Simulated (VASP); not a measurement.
# TiO2 (P4_2/mnm) in VASP: further runs, part 3 of 3

VASP 6.6.1. Earlier steps stand in the parts before.

### Step 5. Single point, PBE

This run uses another cell than the first one, of 10.65 Å³/atom.

INCAR reads:

```
SYSTEM = TiO2
PREC = Accurate
ENCUT = 520
EDIFF = 1E-7
ISMEAR = 0
SIGMA = 0.02
LREAL = .FALSE.
LASPH = .TRUE.
NELM = 80
ALGO = Normal
ISIF = 2
LWAVE = .FALSE.
LCHARG = .FALSE.
GGA = PE
NBANDS = 33
```

KPOINTS reads:

```
regular mesh
0
G
  6 6 10
  0 0 0
```

POSCAR reads:

```
TiO2
1.0
    4.6432750097      0.0000000000      0.0000000000
    0.0000000000      4.6432750097      0.0000000000
    0.0000000000      0.0000000000      2.9638820252
Ti O
2 4
Direct
    0.0000000000      0.0000000000      0.0000000000
    0.5000000000      0.5000000000      0.5000000000
    0.3051282523      0.3051282523      0.0000000000
    0.1948717477      0.8051282523      0.5000000000
    0.6948717477      0.6948717477      0.0000000000
    0.8051282523      0.1948717477      0.5000000000
```

Potentials or basis: VASP PAW PBE potentials, release 64 (Ti_sv, O).

Command:

```bash
$ cat potpaw_PBE.64/Ti_sv/POTCAR potpaw_PBE.64/O/POTCAR > POTCAR
$ mpirun -np 1 vasp_std > vasp.out
```

OUTCAR:

```text
SYSTEM = TiO2
   PREC = Accurate
   ENCUT = 520
   EDIFF = 1E-7
   ISMEAR = 0
   LREAL = .FALSE.
   LASPH = .TRUE.
   NELM = 80
   ISIF = 2
   GGA = PE

 ion  position               nearest neighbor table
   1  0.000  0.000  0.000-   4 1.96   6 1.96   4 1.96   6 1.96   5 2.00   3 2.00
   2  0.500  0.500  0.500-   3 1.96   5 1.96   3 1.96   5 1.96   4 2.00   6 2.00
   3  0.305  0.305  0.000-   2 1.96   2 1.96   1 2.00
   4  0.195  0.805  0.500-   1 1.96   1 1.96   2 2.00
   5  0.695  0.695  0.000-   2 1.96   2 1.96   1 2.00
   6  0.805  0.195  0.500-   1 1.96   1 1.96   2 2.00

  LATTYP: Found a simple tetragonal cell.
 ALAT       =     4.6432750097
 C/A-ratio  =     0.6383171402

  Lattice vectors:

 A1 = (   4.6432750097,   0.0000000000,   0.0000000000)
 A2 = (   0.0000000000,   4.6432750097,   0.0000000000)
 A3 = (   0.0000000000,   0.0000000000,   2.9638820252)

Analysis of symmetry for initial positions (statically):
=====================================================================
 Subroutine PRICEL returns:
 Original cell was already a primitive cell.

 Routine SETGRP: Setting up the symmetry group for a
 simple tetragonal supercell.

 Subroutine GETGRP returns: Found 16 space group operations
 (whereof  8 operations were pure point group operations)
 out of a pool of 16 trial point group operations.

The static configuration has the point symmetry D_2h.
 The point group associated with its full space group is D_4h.

Analysis of symmetry for dynamics (positions and initial velocities):
=====================================================================
 Subroutine PRICEL returns:
 Original cell was already a primitive cell.

 Routine SETGRP: Setting up the symmetry group for a
 simple tetragonal supercell.

[... 132 lines left out ...]
     AMIX     =   0.40;   BMIX     =  1.00
     AMIX_MAG =   1.60;   BMIX_MAG =  1.00
  volume/ion in A,a.u.               =      10.65        71.87
  Fermi-wavevector in a.u.,A,eV,Ry     =   1.488168  2.812230 30.132066  2.214644
  Thomas-Fermi vector in A             =   2.601237
   LORBIT       =      0    0 simple, 1 ext, 2 COOP (PROOUT), +10 PAW based schemes
   GGA     = PE    functional components
   LHFCALC =     F    Hartree Fock is set to
   AEXX    =    0.0000 exact exchange contribution
   IVDW    =     0    specifies the selected vdW correction
   LEPSILON=     F    determine dielectric tensor
   LRPA    =     F    only Hartree local field effects (RPA)
 non-spin polarized calculation
 Gauss-broadening in eV      SIGMA  =   0.02
  energy-cutoff  :      520.00
  volume of cell :       63.90
 maximum number of plane-waves:      1748
 NGX is ok and might be reduce to    36
   NGX = 17   NGY = 17   NGZ = 11

 number of electron      48.0000021 magnetization

 Free energy of the ion-electron system (eV)
  ---------------------------------------------------
  ext. energy  EPLUGINS =         0.00000000
  ---------------------------------------------------
  free energy    TOTEN  =       -53.67621569 eV

  energy without entropy =      -53.67621569  energy(sigma->0) =      -53.67621569

 E-fermi :   4.6972     XC(G=0): -11.2846

 val. band max:        4.5769678670   @ k =   0.0000   0.0000   0.0000
 cond. band min:       6.4122389990   @ k =   0.0000   0.0000   0.0000
 fundamental gap:      1.8352711319
 Fermi energy:         4.6971848430

 k-point     1 :       0.0000    0.0000    0.0000
  band No.  band energies     occupation
      1     -52.3820      2.00000
      2     -52.3671      2.00000
      3     -28.6688      2.00000
      4     -28.6688      2.00000
      5     -28.5189      2.00000
      6     -28.5189      2.00000
[... 853 lines left out ...]
     32       9.7627      0.00000
     33      10.9152      0.00000

 [... further k-points ...]

------------------------ aborting loop because EDIFF is reached ----------------------------------------

  FORCE on cell =-STRESS in cart. coord.  units (eV):
  Direction    XX          YY          ZZ          XY          YZ          ZX
  --------------------------------------------------------------------------------------
  -------------------------------------------------------------------------------------
  Total        0.2221073      0.2221073      0.3507383      0.0000000      0.0000000      0.0000000
  in kB        5.5688272      5.5688272      8.7939515      0.0000000      0.0000000      0.0000000
  external PRESSURE =       6.6438686 kB  Pullay stress =       0.0000000 kB

 VOLUME and BASIS-vectors are now :
 -----------------------------------------------------------------------------
  energy-cutoff  :      520.00
  volume of cell :       63.90
      direct lattice vectors                 reciprocal lattice vectors
     4.643275010  0.000000000  0.000000000     0.215365232  0.000000000  0.000000000
     0.000000000  4.643275010  0.000000000     0.000000000  0.215365232  0.000000000
     0.000000000  0.000000000  2.963882025     0.000000000  0.000000000  0.337395346

 POSITION                                       TOTAL-FORCE (eV/Angst)
 -----------------------------------------------------------------------------------
      0.00000      0.00000      0.00000         0.000000      0.000000      0.000000
      2.32164      2.32164      1.48194         0.000000      0.000000      0.000000
      1.41679      1.41679      0.00000        -0.020286     -0.020286      0.000000
      0.90484      3.73843      1.48194         0.020286     -0.020286      0.000000
      3.22648      3.22648      0.00000         0.020286      0.020286     -0.000000
      3.73843      0.90484      1.48194        -0.020286      0.020286     -0.000000
 -----------------------------------------------------------------------------------
    total drift:                                0.000000      0.000000      0.000000

  FREE ENERGIE OF THE ION-ELECTRON SYSTEM (eV)
  ---------------------------------------------------
  free  energy   TOTEN  =       -53.6762156939 eV

  energy  without entropy=      -53.6762156939  energy(sigma->0) =      -53.67621569
```

stdout:

```text
POSCAR found type information on POSCAR TiO
 POSCAR found :  2 types and       6 ions
 scaLAPACK will be used
 LDA part: xc-table for (Slater+PW92), standard interpolation
 POSCAR, INCAR and KPOINTS ok, starting setup
 FFT: planning ... GRIDC
 FFT: planning ... GRID_SOFT
 FFT: planning ... GRID
 WAVECAR not read
 entering main loop
```

Run time: 3.3 min. Hardware: 1 thread of Intel Xeon 8259CL, shared host; peak memory 0.24 GiB.

What came out:

```
Free energy            : -53.6762 eV
Pressure               : 0.7 GPa
Largest force          : 0.029 eV/Å
Band gap on the k mesh : 1.84 eV
```

Forces in eV/Å, atoms in the order of the input:
```
Ti   0.000  0.000  0.000
Ti   0.000  0.000  0.000
O   -0.020 -0.020  0.000
O    0.020 -0.020  0.000
O    0.020  0.020  0.000
O   -0.020  0.020  0.000
```

### Step 6. Relaxation of shape and atoms at fixed volume, PBE (10.97 Å³/atom)

This run uses another cell than the first one, of 10.97 Å³/atom.

INCAR reads:

```
PREC     = Accurate       # precision mode
ENCUT    = 600            # plane-wave cutoff, eV
EDIFF    = 1E-6           # SCF threshold, eV
ISMEAR   = 0              # smearing method
SIGMA    = 0.02           # smearing width, eV
LREAL    = False          # projectors in reciprocal space
LASPH    = True           # aspherical terms in the spheres
NELM     = 60             # most SCF steps
ALGO     = Normal         # electronic algorithm
ISIF     = 4              # what is computed and relaxed
LWAVE    = False          # write WAVECAR
LCHARG   = False          # write CHGCAR
GGA      = PE             # functional
IBRION   = 2              # ionic algorithm
NSW      = 50             # ionic steps
EDIFFG   = -0.01          # ionic threshold
```

KPOINTS reads:

```
regular mesh
0
Gamma
  6 6 10
```

Edit POSCAR of step 5 so:

```diff
@@ -2,5 +2,5 @@
 1.0
-    4.6432750097      0.0000000000      0.0000000000
-    0.0000000000      4.6432750097      0.0000000000
-    0.0000000000      0.0000000000      2.9638820252
+    4.6892510196      0.0000000000      0.0000000000
+    0.0000000000      4.6892510196      0.0000000000
+    0.0000000000      0.0000000000      2.9932293004
 Ti O
```

Potentials or basis: VASP PAW PBE potentials, release 64 (Ti_sv, O).

Command:

```bash
$ cat potpaw_PBE.64/Ti_sv/POTCAR potpaw_PBE.64/O/POTCAR > POTCAR
$ mpirun -np 1 vasp_std > vasp.out
```

Wall time 6 min (1 thread of Intel Xeon 8259CL, shared host); peak memory 0.26 GiB.

It converged, with:

```yaml
Free_energy: -53.6594 eV
Energy_gained_by_relaxing: 0.5 meV/atom
Ionic_steps: 3
Pressure_after_relaxing: -5.2 GPa
Largest_force_after_relaxing: 0.006 eV/Å
Band_gap_on_the_k_mesh: 1.82 eV
```

Forces on the atoms (eV/Å):
```
Ti   0.000  0.000  0.000
Ti   0.000  0.000  0.000
O   -0.004 -0.004  0.000
O    0.004 -0.004  0.000
O    0.004  0.004  0.000
O   -0.004  0.004  0.000
```

The path:
| step | energy change (eV) | largest force (eV/Å) | pressure (GPa) | volume (Å³) |
| --- | --- | --- | --- | --- |
| 1 | 0.0000 | 0.1220 | -5.88 | 65.82 |
| 2 | -0.0030 | 0.0279 | -5.39 | 65.82 |
| 3 | -0.0032 | 0.0060 | -5.22 | 65.82 |

Final structure:
```yaml
crystal:
  lattice:
    - [4.69943, 0.00000, 0.00000]
    - [0.00000, 4.69943, 0.00000]
    - [0.00000, 0.00000, 2.98028]
  atoms:
    - { symbol: Ti, position: [0.00000, 0.00000, 0.00000] }
    - { symbol: Ti, position: [0.50000, 0.50000, 0.50000] }
    - { symbol: O, position: [0.30630, 0.30630, 0.00000] }
    - { symbol: O, position: [0.19370, 0.80630, 0.50000] }
    - { symbol: O, position: [0.69370, 0.69370, 0.00000] }
    - { symbol: O, position: [0.80630, 0.19370, 0.50000] }
```

Levels at points of the mesh, in eV from the valence-band top:
```
           k point  band 20  band 21  band 22  band 23  band 24  band 25  band 26  band 27  band 28
(0.00, 0.00, 0.00)    -1.78    -0.62    -0.39    -0.39     0.00     1.83     2.11     2.39     2.43
(0.50, 0.00, 0.00)    -2.85    -1.45    -1.45    -0.67    -0.67     2.45     2.45     2.86     2.86
(0.50, 0.50, 0.00)    -2.01    -1.17    -1.17    -0.98    -0.98     1.86     1.86     2.45     2.45
(0.00, 0.00, 0.50)    -2.67    -2.06    -2.06    -1.36    -1.36     2.79     2.79     3.09     3.09
(0.50, 0.00, 0.50)    -2.25    -1.92    -1.92    -0.91    -0.91     1.86     1.86     3.11     3.11
(0.50, 0.50, 0.50)    -2.64    -1.11    -1.11    -0.66    -0.66     2.47     2.47     3.10     3.10
```

### Step 7. Summary

```tsv
task	cell	cutoff (eV)	gap on the mesh (eV)	pressure (GPa)	largest force (eV/Å)
single point	a = 4.592, b = 4.592, c = 2.957 Å, 6 atoms, atomic positions A	520	1.87	6.1	0.13
single point	a = 4.592, b = 4.592, c = 2.957 Å, 6 atoms, atomic positions B	520	1.84	5.8	0.02
single point	a = 4.643, b = 4.643, c = 2.964 Å, 6 atoms, atomic positions C	520	1.84	0.7	0.03
relaxation of shape and atoms at fixed volume	relaxed from a = 4.689, b = 4.689, c = 2.993 Å, 6 atoms, atomic positions C	600	1.82	-5.2	0.01
```

Alike in all rows: level PBE; potentials or basis VASP PAW PBE potentials, release 64 (Ti_sv, O); no spin polarisation; k mesh 6 × 6 × 10; smearing gaussian 0.02 eV.

Caveats: the cell stands under pressure (at least some runs).

Absolute energies hang on the potentials; compare differences alone.

### Step 8. Comparison with measurements

Step 4. Against the measured gap of TiO2, 3.03 eV (direct; 1.6 K; quoted in “Shallow Valence Band of Rutile GeO2 and P-type Doping”, 2020, arxiv:2011.08928), the calculated 1.84 eV is off by -1.19 eV. 2 values of this kind are on record in papers (3.03 to 3.05 eV); this one was drawn at random among those near their median. The value is that of PBE on a finite k mesh, which can miss the band edges, without temperature or zero-point motion. Semilocal functionals fall short of measured gaps as a rule.

Step 5. Measured gap of TiO2: 3.03 eV (direct; 1.6 K; quoted in “Shallow Valence Band of Rutile GeO2 and P-type Doping”, 2020, arxiv:2011.08928). This calculation gives 1.84 eV (-1.19 eV). 2 values of this kind are on record in papers (3.03 to 3.05 eV); this one was drawn at random among those near their median. The value is that of PBE on a finite k mesh, which can miss the band edges, without temperature or zero-point motion. Semilocal functionals fall short of measured gaps as a rule.
